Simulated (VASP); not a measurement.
Here is a VASP 6.6.1 calculation.

INCAR

```
SYSTEM = GeN2
PREC = Accurate ; ENCUT = 520
EDIFF = 1E-6 ; ISMEAR = 0
SIGMA = 0.02 ; LREAL = .False.
LASPH = .True. ; NELM = 60
ALGO = Normal ; ISIF = 2
LWAVE = .False. ; LCHARG = .True.
LDIPOL = .True. ; IDIPOL = 3
DIPOL = 0.5 0.5 0.304 ; GGA = PE
LELF = .True. ; LVHAR = .True.
LVACPOTAV = .True. ; NBANDS = 19
```

KPOINTS

```
Automatic mesh
0
Gamma
  12 12 1
  0 0 0
```

File POSCAR:

```
GeN2
1.0
    3.7742616275     -0.0604694912      0.0000000000
   -1.8506903964      2.3046743079      0.0000000000
    0.0000000000      0.0000000000     28.0019294400
Ge N
1 2
Direct
    0.0000000000      0.0000000000      0.3035505113
    0.5970528548      0.1941057030      0.2790897904
    0.4029471452      0.8058942970      0.3280112323
```

Potentials or basis: VASP PAW PBE potentials, release 64 (Ge_d, N).

Run with:

```console
$ cat potpaw_PBE.64/Ge_d/POTCAR potpaw_PBE.64/N/POTCAR > POTCAR
$ mpirun -np 1 vasp_std > vasp.out
```

(1) Estimate the largest force.

(2) What does it give for the band gap on the k mesh?

Results:

(1) 0.044 eV/Å.

(2) 1.64 eV (least direct gap 1.70 eV).
